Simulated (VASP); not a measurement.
# Au (Fm-3m) in VASP: a series of runs

Runs on Au. Level: r2SCAN. Tasks: relaxation of cell and atoms.

Program: VASP 6.6.1. These are calculated values, not measurements. Logs are shortened: lines on timing, memory, paths and dates and some standing lists are left out, and cuts for length are marked.

## Step 1: The cell of the first run

The structure is cubic, space group Fm-3m (No. 225). Conventional cell: a = 4.171 Å, b = 4.171 Å, c = 4.171 Å, α = 90.00°, β = 90.00°, γ = 90.00°. Within 3.9 Å of Au (site symmetry m-3m) lie 12 Au at 2.95 Å.

## Step 2: Relaxation of cell and atoms, r2SCAN

Contents of POSCAR:

```
Au
1.0
    0.0000000000      2.0856442657      2.0856442657
    2.0856442657      0.0000000000      2.0856442657
    2.0856442657      2.0856442657      0.0000000000
Au
1
Direct
    0.0000000000      0.0000000000      0.0000000000
```

Contents of INCAR.step1:

```
PREC     = Accurate       # precision mode
ENCUT    = 600            # plane-wave cutoff, eV
ISMEAR   = 0              # smearing method
SIGMA    = 0.1            # smearing width, eV
LREAL    = F              # projectors in reciprocal space
LASPH    = T              # aspherical terms in the spheres
NELM     = 60             # most SCF steps
GGA      = PE             # functional
ALGO     = Normal         # electronic algorithm
EDIFF    = 1E-4           # SCF threshold, eV
LWAVE    = T              # write WAVECAR
LCHARG   = F              # write CHGCAR
```

Contents of INCAR.step2:

```
PREC     = Accurate       # precision mode
ENCUT    = 600            # plane-wave cutoff, eV
EDIFF    = 1E-6           # SCF threshold, eV
ISMEAR   = 0              # smearing method
SIGMA    = 0.1            # smearing width, eV
LREAL    = F              # projectors in reciprocal space
LASPH    = T              # aspherical terms in the spheres
NELM     = 60             # most SCF steps
ALGO     = Normal         # electronic algorithm
ISIF     = 3              # what is computed and relaxed
LWAVE    = F              # write WAVECAR
LCHARG   = F              # write CHGCAR
METAGGA  = R2SCAN         # meta-GGA
LMIXTAU  = T            
IBRION   = 2              # ionic algorithm
NSW      = 100            # ionic steps
EDIFFG   = -0.005         # ionic threshold
ISTART   = 1
```

Contents of KPOINTS:

```
regular mesh
0
Gamma
  18 18 18
```

Potentials or basis: VASP PAW PBE potentials, release 64 (Au).

Command:

```bash
> cat potpaw_PBE.64/Au/POTCAR > POTCAR
> cp INCAR.step1 INCAR
> mpirun -np 1 vasp_std > vasp.out
> cp INCAR.step2 INCAR
> mpirun -np 1 vasp_std > vasp.out
```

OUTCAR:

```text
PREC = Accurate
   ENCUT = 600
   EDIFF = 1E-6
   ISMEAR = 0
   LREAL = F
   LASPH = T
   NELM = 60
   ISIF = 3
   METAGGA = R2SCAN
   IBRION = 2
   NSW = 100
   EDIFFG = -0.005
   ISTART = 1

 ion  position               nearest neighbor table
   1  0.000  0.000  0.000-

  LATTYP: Found a face centered cubic cell.
 ALAT       =     4.1712885314

  Lattice vectors:

 A1 = (   0.0000000000,   2.0856442657,   2.0856442657)
 A2 = (   2.0856442657,   0.0000000000,   2.0856442657)
 A3 = (   2.0856442657,   2.0856442657,   0.0000000000)

Analysis of symmetry for initial positions (statically):
=====================================================================
 Subroutine PRICEL returns:
 Original cell was already a primitive cell.

 Routine SETGRP: Setting up the symmetry group for a
 face centered cubic supercell.

 Subroutine GETGRP returns: Found 48 space group operations
 (whereof 48 operations were pure point group operations)
 out of a pool of 48 trial point group operations.

The static configuration has the point symmetry O_h .

Analysis of symmetry for dynamics (positions and initial velocities):
=====================================================================
 Subroutine PRICEL returns:
 Original cell was already a primitive cell.

 Routine SETGRP: Setting up the symmetry group for a
 face centered cubic supercell.

 Subroutine GETGRP returns: Found 48 space group operations
 (whereof 48 operations were pure point group operations)
 out of a pool of 48 trial point group operations.

The dynamic configuration has the point symmetry O_h .

 Subroutine INISYM returns: Found 48 space group operations
 (whereof 48 operations are pure point group operations),
 and found     1 'primitive' translations

----------------------------------------------------------------------------------------

                                     Primitive cell

  volume of cell :      18.1447

  direct lattice vectors                    reciprocal lattice vectors
     0.000000000  2.085644266  2.085644266    -0.239734076  0.239734076  0.239734076
     2.085644266  0.000000000  2.085644266     0.239734076 -0.239734076  0.239734076
     2.085644266  2.085644266  0.000000000     0.239734076  0.239734076 -0.239734076

  length of vectors
     2.949546407  2.949546407  2.949546407     0.415231599  0.415231599  0.415231599

  position of ions in fractional coordinates (direct lattice)
     0.000000000  0.000000000  0.000000000

  ion indices of the primitive-cell ions
   primitive index   ion index
                 1           1

----------------------------------------------------------------------------------------

 KPOINTS: regular mesh

Automatic generation of k-mesh.
 Grid dimensions read from file:
 generate k-points for:   18   18   18

 Generating k-lattice:

  Cartesian coordinates                     Fractional coordinates (reciprocal lattice)
    -0.013318560  0.013318560  0.013318560     0.055555556  0.000000000  0.000000000
     0.013318560 -0.013318560  0.013318560     0.000000000  0.055555556  0.000000000
     0.013318560  0.013318560 -0.013318560     0.000000000  0.000000000  0.055555556

  Length of vectors
     0.023068422  0.023068422  0.023068422

  Shift w.r.t. Gamma in fractional coordinates (k-lattice)
     0.000000000  0.000000000  0.000000000

 Subroutine IBZKPT returns following result:
 ===========================================

 Found    195 irreducible k-points:

 Following reciprocal coordinates:
            Coordinates               Weight
  0.000000  0.000000  0.000000      1.000000
  0.055556  0.000000  0.000000      8.000000
  0.111111  0.000000  0.000000      8.000000
  0.166667  0.000000  0.000000      8.000000
  0.222222  0.000000  0.000000      8.000000
  0.277778  0.000000  0.000000      8.000000
[... 16 lines left out ...]
 -0.277778  0.055556  0.000000     24.000000
 -0.222222  0.055556  0.000000     24.000000
 [... further k-points ...]
   k-points           NKPTS =    195   k-points in BZ     NKDIM =    195   number of bands    NBANDS=      9
   number of dos      NEDOS =    301   number of ions     NIONS =      1
   total plane-waves  NPLWV =  13824
   dimension x,y,z NGX =    24 NGY =   24 NGZ =   24
   dimension x,y,z NGXF=    48 NGYF=   48 NGZF=   48
   ions per type =               1
   NGX,Y,Z   is equivalent  to a cutoff of  13.53, 13.53, 13.53 a.u.
   NGXF,Y,Z  is equivalent  to a cutoff of  27.05, 27.05, 27.05 a.u.
 SYSTEM =  unknown system
   PREC   = accura    normal or accurate (medium, high low for compatibility)
   ISTART =      1    job   : 0-new  1-cont  2-samecut
   ICHARG =      0    charge: 1-file 2-atom 10-const
   ISPIN  =      1    spin polarized calculation?
   LNONCOLLINEAR =      F non collinear calculations
   LSORBIT =      F    spin-orbit coupling
   LASPH  =      T    aspherical Exc in radial PAW
   ENCUT  =  600.0 eV  44.10 Ry    6.64 a.u.   5.89  5.89  5.89*2*pi/ulx,y,z
   NELM   =     60;   NELMIN=  2; NELMDL=  0     # of ELM steps
   EDIFF  = 0.1E-05   stopping-criterion for ELM
   LREAL  =      F    real-space projection
   EDIFFG = -.5E-02   stopping-criterion for IOM
   NSW    =    100    number of steps for IOM
   IBRION =      2    ionic relax: 0-MD 1-quasi-New 2-CG
   NFREE  =      1    steps in history (QN), initial steepest desc. (CG)
   ISIF   =      3    stress and relaxation
   ISYM   =      2    0-nonsym 1-usesym 2-fastsym
   POTIM  = 0.5000    time-step for ionic-motion
   TEBEG  =    0.0;   TEEND  =   0.0 temperature during run
   PSTRESS=    0.0 pullay stress
   NELECT =      11.0000    total number of electrons
   NUPDOWN=      -1.0000    fix difference up-down
   EMIN   =  10.00;   EMAX   =-10.00  energy-range for DOS
   EFERMI =   0.00;   METHOD = LEGACY
   ISMEAR =     0;   SIGMA  =   0.10  broadening in eV -4-tet -1-fermi 0-gaus
   EFERMI_NEDOS =   21; number of points for ismear=-14 and -15
   IALGO  =     38    algorithm
   IMIX   =      4    mixing-type and parameters
     AMIX     =   0.40;   BMIX     =  1.00
     AMIX_MAG =   1.60;   BMIX_MAG =  1.00
  volume/ion in A,a.u.               =      18.14       122.45
  Fermi-wavevector in a.u.,A,eV,Ry     =   1.385550  2.618310 26.119763  1.919748
  Thomas-Fermi vector in A             =   2.509949
   LORBIT       =      0    0 simple, 1 ext, 2 COOP (PROOUT), +10 PAW based schemes
   METAGGA = R2SCAN    functional components
   LHFCALC =     F    Hartree Fock is set to
   AEXX    =    0.0000 exact exchange contribution
   IVDW    =     0    specifies the selected vdW correction
   LEPSILON=     F    determine dielectric tensor
   LRPA    =     F    only Hartree local field effects (RPA)
 conjugate gradient relaxation of ions
 non-spin polarized calculation
 Gauss-broadening in eV      SIGMA  =   0.10
  energy-cutoff  :      600.00
  volume of cell :       18.14
 maximum number of plane-waves:       620
   NGX = 11   NGY = 11   NGZ = 11

--------------------------------------- Ionic step        1  -------------------------------------------

 number of electron      11.0000001 magnetization

 Free energy of the ion-electron system (eV)
  ---------------------------------------------------
  ext. energy  EPLUGINS =         0.00000000
  ---------------------------------------------------
  free energy    TOTEN  =       -50.58809493 eV

  energy without entropy =      -50.58693679  energy(sigma->0) =      -50.58751586

------------------------ aborting loop because EDIFF is reached ----------------------------------------

  FORCE on cell =-STRESS in cart. coord.  units (eV):
  Direction    XX          YY          ZZ          XY          YZ          ZX
  --------------------------------------------------------------------------------------
  -------------------------------------------------------------------------------------
  Total       -0.5088153     -0.5088153     -0.5088153     -0.0000000     -0.0000000     -0.0000000
  in kB      -44.9283022    -44.9283022    -44.9283022     -0.0000000     -0.0000000     -0.0000000
  external PRESSURE =     -44.9283022 kB  Pullay stress =       0.0000000 kB

 VOLUME and BASIS-vectors are now :
 -----------------------------------------------------------------------------
  energy-cutoff  :      600.00
  volume of cell :       18.14
      direct lattice vectors                 reciprocal lattice vectors
     0.000000000  2.085644266  2.085644266    -0.239734076  0.239734076  0.239734076
     2.085644266  0.000000000  2.085644266     0.239734076 -0.239734076  0.239734076
     2.085644266  2.085644266  0.000000000     0.239734076  0.239734076 -0.239734076
[... 36 lines left out ...]
 POSITION                                       TOTAL-FORCE (eV/Angst)
 -----------------------------------------------------------------------------------
      2.03445      0.00000      2.03445         0.000000      0.000000      0.000000
 -----------------------------------------------------------------------------------
    total drift:                                0.000000      0.000000      0.000000

  FREE ENERGIE OF THE ION-ELECTRON SYSTEM (eV)
  ---------------------------------------------------
  free  energy   TOTEN  =       -50.5798575445 eV

  energy  without entropy=      -50.5786267437  energy(sigma->0) =      -50.57924214

--------------------------------------- Ionic step        3  -------------------------------------------

 number of electron      11.0000001 magnetization

 Free energy of the ion-electron system (eV)
  ---------------------------------------------------
  ext. energy  EPLUGINS =         0.00000000
  ---------------------------------------------------
  free energy    TOTEN  =       -50.59641878 eV

  energy without entropy =      -50.59526893  energy(sigma->0) =      -50.59584385

 E-fermi :   8.7775     XC(G=0): -13.4087

 val. band max:        8.7554950730   @ k =   0.5000   0.2778   0.1111
 cond. band min:       8.8181103003   @ k =   0.5000   0.1667   0.0556
 fundamental gap:      0.0626152272
 Fermi energy:         8.7775126433

 k-point     1 :       0.0000    0.0000    0.0000
  band No.  band energies     occupation
      1      -0.9369      2.00000
      2       4.0371      2.00000
      3       4.0371      2.00000
      4       4.0371      2.00000
      5       5.4871      2.00000
      6       5.4871      2.00000
      7      24.1751      0.00000
      8      28.0767      0.00000
      9      28.0767      0.00000

 k-point     2 :       0.0556    0.0000    0.0000
  band No.  band energies     occupation
      1      -0.8280      2.00000
      2       4.0037      2.00000
      3       4.0739      2.00000
      4       4.0739      2.00000
      5       5.4711      2.00000
      6       5.4711      2.00000
      7      24.2944      0.00000
      8      27.3456      0.00000
      9      28.1957      0.00000
[... 253 lines left out ...]
 k-point    24 :      -0.2222    0.0556    0.0000
  band No.  band energies     occupation
      1       0.8568      2.00000
      2       3.8204      2.00000
      3       4.3389      2.00000
      4       4.3687      2.00000
      5       5.4112      2.00000
      6       5.8820      2.00000
      7      20.7486      0.00000
      8      25.1756      0.00000
      9      27.8495      0.00000

 [... further k-points ...]

------------------------ aborting loop because EDIFF is reached ----------------------------------------

  FORCE on cell =-STRESS in cart. coord.  units (eV):
  Direction    XX          YY          ZZ          XY          YZ          ZX
  --------------------------------------------------------------------------------------
  -------------------------------------------------------------------------------------
  Total       -0.0033482     -0.0033482     -0.0033482      0.0000000      0.0000000      0.0000000
  in kB       -0.3051380     -0.3051380     -0.3051380      0.0000000      0.0000000      0.0000000
  external PRESSURE =      -0.3051380 kB  Pullay stress =       0.0000000 kB

 VOLUME and BASIS-vectors are now :
 -----------------------------------------------------------------------------
  energy-cutoff  :      600.00
  volume of cell :       17.58
      direct lattice vectors                 reciprocal lattice vectors
    -0.000000000  2.063787988  2.063787988    -0.242272948  0.242272948  0.242272948
     2.063787988  0.000000000  2.063787988     0.242272948 -0.242272948  0.242272948
     2.063787988  2.063787988  0.000000000     0.242272948  0.242272948 -0.242272948

 POSITION                                       TOTAL-FORCE (eV/Angst)
 -----------------------------------------------------------------------------------
      0.00000      0.00000      0.00000         0.000000      0.000000     -0.000000
 -----------------------------------------------------------------------------------
    total drift:                               -0.000000      0.000000      0.000000

  FREE ENERGIE OF THE ION-ELECTRON SYSTEM (eV)
  ---------------------------------------------------
  free  energy   TOTEN  =       -50.5964187834 eV

  energy  without entropy=      -50.5952689260  energy(sigma->0) =      -50.59584385

 reached required accuracy - stopping structural energy minimisation
```

Run time: 5.3 min. Hardware: 1 thread of Intel Xeon 8259CL, shared host; peak memory 0.19 GiB.

What came out:

```
Free energy                           : -50.5964 eV
Relaxed volume                        : 17.58 Å³/atom
Relaxed cell                          : a = 2.919 Å, b = 2.919 Å, c = 2.919 Å, α = 60.00°, β = 60.00°, γ = 60.00°
Space group after relaxing (to 0.1 Å) : Fm-3m (No. 225)
Energy gained by relaxing             : 8.3 meV/atom
Ionic steps                           : 3
Pressure after relaxing               : 0.0 GPa
Band gap on the k mesh                : zero (an odd number of electrons rules out a gap without spin polarisation)
```

Step by step:
| step | energy change (eV) | largest force (eV/Å) | pressure (GPa) | volume (Å³) |
| --- | --- | --- | --- | --- |
| 1 | 0.0000 | 0.0000 | -4.49 | 18.14 |
| 2 | 0.0082 | 0.0000 | 7.62 | 16.84 |
| 3 | -0.0083 | 0.0000 | -0.03 | 17.58 |

Final structure:
```xyz
1
Lattice="0.0000 2.0638 2.0638 2.0638 0.0000 2.0638 2.0638 2.0638 0.0000" Properties=species:S:1:pos:R:3 pbc="T T T"
Au    0.0000    0.0000    0.0000
```

Caveat: the PAW data sets were made with another functional, which shifts forces and pressure a little; spin-orbit coupling is left out, which moves the levels of the heavy elements.

(Continued in part 2 of 2.)
